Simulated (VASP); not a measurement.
Write the native input for VASP 6.6.1 that does the following.

```
Task                   : single point
Functional             : PBEsol
Potentials or basis    : VASP PAW PBE potentials, release 64 (Zn)
Cutoff                 : 520 eV
k mesh                 : 20 × 20 × 10
Occupations            : fermi-dirac, width 0.1 eV
Spin                   : no spin polarisation
Dipole correction      : no
Further INCAR settings : ALGO = Normal; EDIFF = 1e-06; NBANDS = 19
```

The structure of Zn lies in POSCAR:

```
Zn
1.0
    2.5788932796      0.0000000000      0.0000000000
   -1.2894466398      2.2333870938      0.0000000000
    0.0000000000      0.0000000000      4.4559119776
Zn
2
Direct
    0.3333333333      0.6666666667      0.2500000000
    0.6666666667      0.3333333333      0.7500000000
```

The input as run:

INCAR

```
SYSTEM = Zn
  PREC = Accurate
  ENCUT = 520
  EDIFF = 1E-6
  ISMEAR = -1
  SIGMA = 0.1
  LREAL = .False.
  LASPH = .True.
  NELM = 60
  ALGO = Normal
  ISIF = 2
  LWAVE = .False.
  LCHARG = .False.
  GGA = PS
  NBANDS = 19
```

KPOINTS

```
Automatic mesh
0
Gamma
  20 20 10
  0 0 0
```

Potentials or basis: VASP PAW PBE potentials, release 64 (Zn).

Launch:

```bash
$ cat potpaw_PBE.64/Zn/POTCAR > POTCAR
$ mpirun -np 1 vasp_std > vasp.out
```

Results of the run:

```
Pressure               : 10.7 GPa
Band gap on the k mesh : zero (bands 12 and 13 overlap by 3.78 eV)
```

Caveat: the cell stands under pressure; the PAW data sets were made with another functional, which shifts forces and pressure a little.

It took 2.6 min on 1 thread of AMD EPYC 7R13, with other jobs on the host, peak memory 0.19 GiB.
